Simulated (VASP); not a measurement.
# CdTe (F-43m) in VASP: notebook

The runs below take CdTe through elastic constants, with PBEsol.

Everything below comes from runs of VASP 6.6.1. Logs are shortened: lines on timing, memory, paths and dates and some standing lists are left out, and cuts for length are marked.

## (1) The cell of the first run

Symmetry: F-43m, No. 216, cubic system. Conventional cell: a = 6.039 Å, b = 6.039 Å, c = 6.039 Å, α = 90.00°, β = 90.00°, γ = 90.00°. Cd (site symmetry -43m) has 4 Te at 2.62 Å within 3.4 Å. Within 3.4 Å of Te (site symmetry -43m) lie 4 Cd at 2.62 Å.

## (2) Elastic constants, PBEsol

File INCAR:

```
SYSTEM = CdTe
ALGO = Normal
EDIFF = 1E-8
ENCUT = 600
GGA = PS
IBRION = 6
ISIF = 3
ISMEAR = 0
LASPH = .True.
LCHARG = .False.
LREAL = .False.
LWAVE = .False.
NBANDS = 16
NELM = 60
NFREE = 2
NSW = 1
POTIM = 0.015
PREC = Accurate
SIGMA = 0.01
```

File KPOINTS:

```
k-points
0
Gamma
  6 6 6
  0 0 0
```

File POSCAR:

```
CdTe
1.0
    0.0000000000      3.0197278029      3.0197278029
    3.0197278029      0.0000000000      3.0197278029
    3.0197278029      3.0197278029      0.0000000000
Cd Te
1 1
Direct
    0.0000000000      0.0000000000      0.0000000000
    0.7500000000      0.7500000000      0.7500000000
```

Potentials or basis: VASP PAW PBE potentials, release 64 (Cd, Te).

Run with:

```bash
$ cat potpaw_PBE.64/Cd/POTCAR potpaw_PBE.64/Te/POTCAR > POTCAR
$ mpirun -np 1 vasp_std > vasp.out
```

OUTCAR:

```text
SYSTEM = CdTe
   EDIFF = 1E-8
   ENCUT = 600
   GGA = PS
   IBRION = 6
   ISIF = 3
   ISMEAR = 0
   LASPH = .True.
   LREAL = .False.
   NELM = 60
   NFREE = 2
   NSW = 1
   POTIM = 0.015
   PREC = Accurate

 ion  position               nearest neighbor table
   1  0.000  0.000  0.000-   2 2.62   2 2.62   2 2.62   2 2.62
   2  0.750  0.750  0.750-   1 2.62   1 2.62   1 2.62   1 2.62

  LATTYP: Found a face centered cubic cell.
 ALAT       =     6.0394556058

  Lattice vectors:

 A1 = (   0.0000000000,   3.0197278029,   3.0197278029)
 A2 = (   3.0197278029,   0.0000000000,   3.0197278029)
 A3 = (   3.0197278029,   3.0197278029,   0.0000000000)

Analysis of symmetry for initial positions (statically):
=====================================================================
 Subroutine PRICEL returns:
 Original cell was already a primitive cell.

 Routine SETGRP: Setting up the symmetry group for a
 face centered cubic supercell.

 Subroutine GETGRP returns: Found 24 space group operations
 (whereof 24 operations were pure point group operations)
 out of a pool of 48 trial point group operations.

The static configuration has the point symmetry T_d .

Analysis of symmetry for dynamics (positions and initial velocities):
=====================================================================
 Subroutine PRICEL returns:
 Original cell was already a primitive cell.

 Routine SETGRP: Setting up the symmetry group for a
 face centered cubic supercell.

 Subroutine GETGRP returns: Found 24 space group operations
 (whereof 24 operations were pure point group operations)
 out of a pool of 48 trial point group operations.

The dynamic configuration has the point symmetry T_d .

 Subroutine INISYM returns: Found 24 space group operations
 (whereof 24 operations are pure point group operations),
 and found     1 'primitive' translations

----------------------------------------------------------------------------------------

                                     Primitive cell

  volume of cell :      55.0723

  direct lattice vectors                    reciprocal lattice vectors
     0.000000000  3.019727803  3.019727803    -0.165577838  0.165577838  0.165577838
     3.019727803  0.000000000  3.019727803     0.165577838 -0.165577838  0.165577838
     3.019727803  3.019727803  0.000000000     0.165577838  0.165577838 -0.165577838

  length of vectors
     4.270540014  4.270540014  4.270540014     0.286789227  0.286789227  0.286789227

  position of ions in fractional coordinates (direct lattice)
     0.000000000  0.000000000  0.000000000
     0.750000000  0.750000000  0.750000000

  ion indices of the primitive-cell ions
   primitive index   ion index
                 1           1
                 2           2

----------------------------------------------------------------------------------------

 KPOINTS: k-points

Automatic generation of k-mesh.
 Grid dimensions read from file:
 generate k-points for:    6    6    6

 Generating k-lattice:
[... 94 lines left out ...]

 number of electron      18.0000003 magnetization

 Free energy of the ion-electron system (eV)
  ---------------------------------------------------
  ext. energy  EPLUGINS =         0.00000000
  ---------------------------------------------------
  free energy    TOTEN  =        -4.95826927 eV

  energy without entropy =       -4.95826927  energy(sigma->0) =       -4.95826927

------------------------ aborting loop because EDIFF is reached ----------------------------------------

  FORCE on cell =-STRESS in cart. coord.  units (eV):
  Direction    XX          YY          ZZ          XY          YZ          ZX
  --------------------------------------------------------------------------------------
  -------------------------------------------------------------------------------------
  Total        5.2638606      5.2638606      5.2638606      0.0000000      0.0000000     -0.0000000
  in kB      153.1375087    153.1375087    153.1375087      0.0000000      0.0000000     -0.0000000
  external PRESSURE =     153.1375087 kB  Pullay stress =       0.0000000 kB
[... 89 lines left out ...]
  FREE ENERGIE OF THE ION-ELECTRON SYSTEM (eV)
  ---------------------------------------------------
  free  energy   TOTEN  =        -4.8751137496 eV

  energy  without entropy=       -4.8751137496  energy(sigma->0) =       -4.87511375

[... ionic steps 4 to 14 ...]

--------------------------------------- Ionic step       15  -------------------------------------------

 number of electron      18.0000001 magnetization

------------------------ aborting loop because EDIFF is reached ----------------------------------------
[... 67 lines left out ...]
--------------------------------------- Ionic step       17  -------------------------------------------

 number of electron      18.0000003 magnetization

 Free energy of the ion-electron system (eV)
  ---------------------------------------------------
  ext. energy  EPLUGINS =         0.00000000
  ---------------------------------------------------
  free energy    TOTEN  =        -4.95724254 eV

  energy without entropy =       -4.95724254  energy(sigma->0) =       -4.95724254

 E-fermi :   4.5531     XC(G=0):  -9.7513

 val. band max:        4.4421771953   @ k =   0.0000   0.0000   0.0000
 cond. band min:       5.7425897526   @ k =   0.0000   0.0000   0.0000
 fundamental gap:      1.3004125573
 Fermi energy:         4.5531278389

 k-point     1 :       0.0000    0.0000    0.0000
  band No.  band energies     occupation
      1      -8.2600      2.00000
      2      -4.8550      2.00000
      3      -4.8433      2.00000
      4      -4.8315      2.00000
      5      -4.3860      2.00000
      6      -4.3857      2.00000
[... 433 lines left out ...]
      3      -4.6747      2.00000
      4      -4.4320      2.00000
      5      -4.3657      2.00000
      6      -3.8233      2.00000
[... 8 lines left out ...]
     15      14.9315      0.00000
     16      15.2802      0.00000

 [... further k-points ...]

------------------------ aborting loop because EDIFF is reached ----------------------------------------

  FORCE on cell =-STRESS in cart. coord.  units (eV):
  Direction    XX          YY          ZZ          XY          YZ          ZX
  --------------------------------------------------------------------------------------
  -------------------------------------------------------------------------------------
  Total        5.2636996      5.2678294      5.2678294      0.0000000     -0.2348456      0.0000000
  in kB      153.1328236    153.2529697    153.2529697      0.0000000     -6.8321863      0.0000000
  external PRESSURE =     153.2129210 kB  Pullay stress =       0.0000000 kB
[... 17 lines left out ...]
  FREE ENERGIE OF THE ION-ELECTRON SYSTEM (eV)
  ---------------------------------------------------
  free  energy   TOTEN  =        -4.9572425405 eV

  energy  without entropy=       -4.9572425405  energy(sigma->0) =       -4.95724254

 INTERNAL STRAIN TENSORS FROM STRAINED CELLS
 ============================================

 INTERNAL STRAIN TENSOR FOR ION    1 for displacements in x,y,z  (eV/Angst):
          X           Y           Z          XY          YZ          ZX
  --------------------------------------------------------------------------------
  x    -0.00000     0.00000    -0.00000     0.00000   -15.69238     0.00000
  y     0.00000     0.00000     0.00000     0.00000    -0.00000   -15.69235
  z     0.00000     0.00000     0.00000   -15.69267     0.00000     0.00000

 INTERNAL STRAIN TENSORS FROM DISPLACED ATOMS
 ============================================

 INTERNAL STRAIN TENSOR FOR ION    1 for displacements in x,y,z  (eV/Angst):
          X           Y           Z          XY          YZ          ZX
  --------------------------------------------------------------------------------
  x     0.00000    -0.00000    -0.00000     0.00000   -15.68953     0.00000
  y    -0.00000     0.00000    -0.00000     0.00000     0.00000   -15.68953
  z    -0.00000    -0.00000     0.00000   -15.68953     0.00000     0.00000

 INTERNAL STRAIN TENSOR FOR ION    2 for displacements in x,y,z  (eV/Angst):
          X           Y           Z          XY          YZ          ZX
  --------------------------------------------------------------------------------
  x     0.00000     0.00000     0.00000     0.00000    15.67358     0.00000
  y     0.00000     0.00000     0.00000     0.00000     0.00000    15.67358
  z     0.00000     0.00000     0.00000    15.67358     0.00000     0.00000

 Eigenvectors and eigenvalues of the dynamical matrix
 ----------------------------------------------------

   1 f  =    6.110084 THz    38.390793 2PiTHz  203.810478 cm-1    25.269267 meV
             X         Y         Z           dx          dy          dz
      0.000000  0.000000  0.000000    -0.729287    0.000000    0.000000
      4.529592  4.529592  4.529592     0.684208    0.000000    0.000000
[... 21 lines left out ...]
   6 f/i=    0.001329 THz     0.008350 2PiTHz    0.044327 cm-1     0.005496 meV
             X         Y         Z           dx          dy          dz
      0.000000  0.000000  0.000000     0.000000   -0.373669   -0.573160
      4.529592  4.529592  4.529592     0.000000   -0.398288   -0.610922

--------------------------------------------------------------------------------------------------------

 ELASTIC MODULI CONTR FROM IONIC RELAXATION (kBar)
 Direction    XX          YY          ZZ          XY          YZ          ZX
 --------------------------------------------------------------------------------
 XX          -0.0000     -0.0000     -0.0000     -0.0000      0.0000     -0.0000
 YY          -0.0000     -0.0000     -0.0000     -0.0000     -0.0000      0.0000
 ZZ          -0.0000     -0.0000     -0.0000      0.0000     -0.0000     -0.0000
 XY          -0.0000     -0.0000      0.0000   -783.6937      0.0000      0.0000
 YZ           0.0000     -0.0000     -0.0000      0.0000   -783.6937      0.0000
 ZX          -0.0000      0.0000     -0.0000      0.0000      0.0000   -783.6937
 --------------------------------------------------------------------------------

 TOTAL ELASTIC MODULI (kBar)
 Direction    XX          YY          ZZ          XY          YZ          ZX
 --------------------------------------------------------------------------------
 XX         925.8660    906.6207    906.6207     -0.0000     -0.0000     -0.0000
 YY         906.6207    925.8660    906.6207     -0.0000     -0.0000     -0.0000
 ZZ         906.6207    906.6207    925.8660     -0.0000     -0.0000     -0.0000
 XY          -0.0000     -0.0000     -0.0000     64.4590     -0.0000     -0.0000
 YZ          -0.0000     -0.0000     -0.0000     -0.0000     64.4590     -0.0000
 ZX          -0.0000     -0.0000     -0.0000     -0.0000     -0.0000     64.4590
 --------------------------------------------------------------------------------
```

Run time: 13 min. Hardware: 1 thread of Intel Xeon 8259CL, shared host; peak memory 0.3 GiB.

Results:

```yaml
Elastic_constants_C11_C12_C44: 93, 91, 6 GPa
Voigt_bulk_modulus: 91 GPa
Highest_phonon_frequency_at_Γ_LO-TO_splitting_left_out: 204 cm⁻¹
```

Phonon frequencies in cm⁻¹ (negative: imaginary):
```csv
q point,frequencies
"(0.000, 0.000, 0.000)",0 0 0 204 204 204
```

Elastic tensor in Voigt notation (GPa, in the Cartesian axes of the cell as first typed):
```
93 91 91  0  0  0
91 93 91  0  0  0
91 91 93  0  0  0
 0  0  0  6  0  0
 0  0  0  0  6  0
 0  0  0  0  0  6
```

Clamped-ion elastic tensor (GPa):
```
93 91 91  0  0  0
91 93 91  0  0  0
91 91 93  0  0  0
 0  0  0 85  0  0
 0  0  0  0 85  0
 0  0  0  0  0 85
```

Caveat: the cell is under stress, which shifts elastic constants; the PAW data sets were made with another functional, which shifts forces and pressure a little; spin-orbit coupling is left out, which moves the levels of the heavy elements.

## (3) Elastic constants, PBEsol

This run uses another cell than the first one, of 29.03 Å³/atom.

File INCAR:

```
PREC = Accurate
ENCUT = 600
EDIFF = 1E-8
ISMEAR = 0
SIGMA = 0.01
LREAL = False
LASPH = True
NELM = 60
ALGO = Normal
ISIF = 3
LWAVE = False
LCHARG = True
GGA = PS
IBRION = 6
NFREE = 2
POTIM = 0.015
NSW = 1
```

File KPOINTS:

```
Automatic mesh
0
Gamma
  6 6 6
```

File POSCAR:

```
CdTe
1.0
    0.0000000000      3.0732226112      3.0732226112
    3.0732226112      0.0000000000      3.0732226112
    3.0732226112      3.0732226112      0.0000000000
Cd Te
1 1
Direct
    0.0000000000      0.0000000000      0.0000000000
    0.7500000000      0.7500000000      0.7500000000
```

Potentials or basis: VASP PAW PBE potentials, release 64 (Cd, Te).

Run with:

```bash
$ cat potpaw_PBE.64/Cd/POTCAR potpaw_PBE.64/Te/POTCAR > POTCAR
$ mpirun -np 1 vasp_std > vasp.out
```

Run time: 11 min. Hardware: 1 thread of Intel Xeon 8259CL, shared host; peak memory 0.29 GiB.

The run converged. Its results:

| Quantity | Value |
| --- | --- |
| Elastic constants C11, C12, C44 | 81, 74, 12 GPa |
| Voigt bulk modulus | 76 GPa |
| Highest phonon frequency at Γ, LO-TO splitting left out | 188 cm⁻¹ |

Phonon frequencies in cm⁻¹ (negative: imaginary):
```
              q point        frequencies
(0.000, 0.000, 0.000)  0 0 0 188 188 188
```

Elastic tensor in Voigt notation (GPa, in the Cartesian axes of the cell as first typed):
```
81 74 74  0  0  0
74 81 74  0  0  0
74 74 81  0  0  0
 0  0  0 12  0  0
 0  0  0  0 12  0
 0  0  0  0  0 12
```

Clamped-ion elastic tensor (GPa):
```
81 74 74  0  0  0
74 81 74  0  0  0
74 74 81  0  0  0
 0  0  0 70  0  0
 0  0  0  0 70  0
 0  0  0  0  0 70
```

Caveat: the cell is under stress, which shifts elastic constants; the PAW data sets were made with another functional, which shifts forces and pressure a little; spin-orbit coupling is left out, which moves the levels of the heavy elements.

## (4) Elastic constants, PBEsol

This run uses another cell than the first one, of 30.16 Å³/atom.

File INCAR:

```
ALGO     = Normal         # electronic algorithm
EDIFF    = 1E-8           # SCF threshold, eV
ENCUT    = 600            # plane-wave cutoff, eV
GGA      = PS             # functional
IBRION   = 6              # ionic algorithm
ISIF     = 3              # what is computed and relaxed
ISMEAR   = 0              # smearing method
LASPH    = True           # aspherical terms in the spheres
LCHARG   = True           # write CHGCAR
LREAL    = False          # projectors in reciprocal space
LWAVE    = False          # write WAVECAR
NBANDS   = 16             # bands
NELM     = 80             # most SCF steps
NFREE    = 2            
NSW      = 1              # ionic steps
POTIM    = 0.015          # step
PREC     = Accurate       # precision mode
SIGMA    = 0.01           # smearing width, eV
```

File KPOINTS:

```
k-points
0
Gamma
  6 6 6
```

File POSCAR:

```
CdTe
1.0
    0.0000000000      3.1125938380      3.1125938380
    3.1125938380      0.0000000000      3.1125938380
    3.1125938380      3.1125938380      0.0000000000
Cd Te
1 1
Direct
    0.0000000000      0.0000000000      0.0000000000
    0.7500000000      0.7500000000      0.7500000000
```

Potentials or basis: VASP PAW PBE potentials, release 64 (Cd, Te).

Run with:

```bash
$ cat potpaw_PBE.64/Cd/POTCAR potpaw_PBE.64/Te/POTCAR > POTCAR
$ mpirun -np 1 vasp_std > vasp.out
```

OUTCAR:

```text
EDIFF = 1E-8
   ENCUT = 600
   GGA = PS
   IBRION = 6
   ISIF = 3
   ISMEAR = 0
   LASPH = True
   LREAL = False
   NELM = 80
   NFREE = 2
   NSW = 1
   POTIM = 0.015
   PREC = Accurate

 ion  position               nearest neighbor table
   1  0.000  0.000  0.000-   2 2.70   2 2.70   2 2.70   2 2.70
   2  0.750  0.750  0.750-   1 2.70   1 2.70   1 2.70   1 2.70

  LATTYP: Found a face centered cubic cell.
 ALAT       =     6.2251876760

  Lattice vectors:

 A1 = (   0.0000000000,   3.1125938380,   3.1125938380)
 A2 = (   3.1125938380,   0.0000000000,   3.1125938380)
 A3 = (   3.1125938380,   3.1125938380,   0.0000000000)

[... 870 lines left out ...]
  --------------------------------------------------------------------------------
  x    -0.00000    -0.00000    -0.00000     0.00000   -10.89842     0.00000
  y    -0.00000     0.00000    -0.00000     0.00000     0.00000   -10.89842
  z    -0.00000    -0.00000    -0.00000   -10.89842     0.00000     0.00000

 INTERNAL STRAIN TENSOR FOR ION    2 for displacements in x,y,z  (eV/Angst):
          X           Y           Z          XY          YZ          ZX
  --------------------------------------------------------------------------------
  x     0.00000     0.00000     0.00000     0.00000    10.92587     0.00000
  y     0.00000    -0.00000     0.00000     0.00000     0.00000    10.92587
  z     0.00000     0.00000     0.00000    10.92587     0.00000     0.00000

 Eigenvectors and eigenvalues of the dynamical matrix
 ----------------------------------------------------

   1 f  =    5.287802 THz    33.224237 2PiTHz  176.382076 cm-1    21.868580 meV
             X         Y         Z           dx          dy          dz
      0.000000  0.000000  0.000000     0.000000   -0.729190    0.000000
      4.668891  4.668891  4.668891    -0.000000    0.684312    0.000000
[... 21 lines left out ...]
   6 f/i=    0.000399 THz     0.002507 2PiTHz    0.013307 cm-1     0.001650 meV
             X         Y         Z           dx          dy          dz
      0.000000  0.000000  0.000000    -0.461362   -0.479620    0.159349
      4.668891  4.668891  4.668891    -0.491619   -0.511074    0.169799

--------------------------------------------------------------------------------------------------------

 ELASTIC MODULI CONTR FROM IONIC RELAXATION (kBar)
 Direction    XX          YY          ZZ          XY          YZ          ZX
 --------------------------------------------------------------------------------
 XX          -0.0000     -0.0000     -0.0000     -0.0000     -0.0000     -0.0000
 YY          -0.0000     -0.0000     -0.0000     -0.0000     -0.0000      0.0000
 ZZ          -0.0000     -0.0000     -0.0000     -0.0000     -0.0000     -0.0000
 XY          -0.0000     -0.0000     -0.0000   -462.6581      0.0000      0.0000
 YZ          -0.0000     -0.0000     -0.0000      0.0000   -462.6581      0.0000
 ZX          -0.0000      0.0000     -0.0000      0.0000      0.0000   -462.6581
 --------------------------------------------------------------------------------

 TOTAL ELASTIC MODULI (kBar)
 Direction    XX          YY          ZZ          XY          YZ          ZX
 --------------------------------------------------------------------------------
 XX         733.9319    628.5755    628.5755     -0.0000     -0.0000     -0.0000
 YY         628.5755    733.9319    628.5755     -0.0000     -0.0000      0.0000
 ZZ         628.5755    628.5755    733.9319     -0.0000     -0.0000     -0.0000
 XY          -0.0000     -0.0000     -0.0000    151.4250      0.0000      0.0000
 YZ          -0.0000     -0.0000     -0.0000      0.0000    151.4250      0.0000
 ZX          -0.0000      0.0000     -0.0000      0.0000      0.0000    151.4250
 --------------------------------------------------------------------------------
```

Run time: 15 min. Hardware: 1 thread of Intel Xeon 8259CL, shared host; peak memory 0.31 GiB.

Results:

```
Elastic constants C11, C12, C44                         : 73, 63, 15 GPa
Voigt bulk modulus                                      : 66 GPa
Highest phonon frequency at Γ, LO-TO splitting left out : 176 cm⁻¹
```

Phonon frequencies in cm⁻¹ (negative: imaginary):
| q point | frequencies |
| --- | --- |
| (0.000, 0.000, 0.000) | 0 0 0 176 176 176 |

Elastic tensor in Voigt notation (GPa, in the Cartesian axes of the cell as first typed):
```
73 63 63  0  0  0
63 73 63  0  0  0
63 63 73  0  0  0
 0  0  0 15  0  0
 0  0  0  0 15  0
 0  0  0  0  0 15
```

Clamped-ion elastic tensor (GPa):
```
73 63 63  0  0  0
63 73 63  0  0  0
63 63 73  0  0  0
 0  0  0 61  0  0
 0  0  0  0 61  0
 0  0  0  0  0 61
```

Caveat: the cell is under stress, which shifts elastic constants; the PAW data sets were made with another functional, which shifts forces and pressure a little; spin-orbit coupling is left out, which moves the levels of the heavy elements.

(Continued in part 2 of 2.)
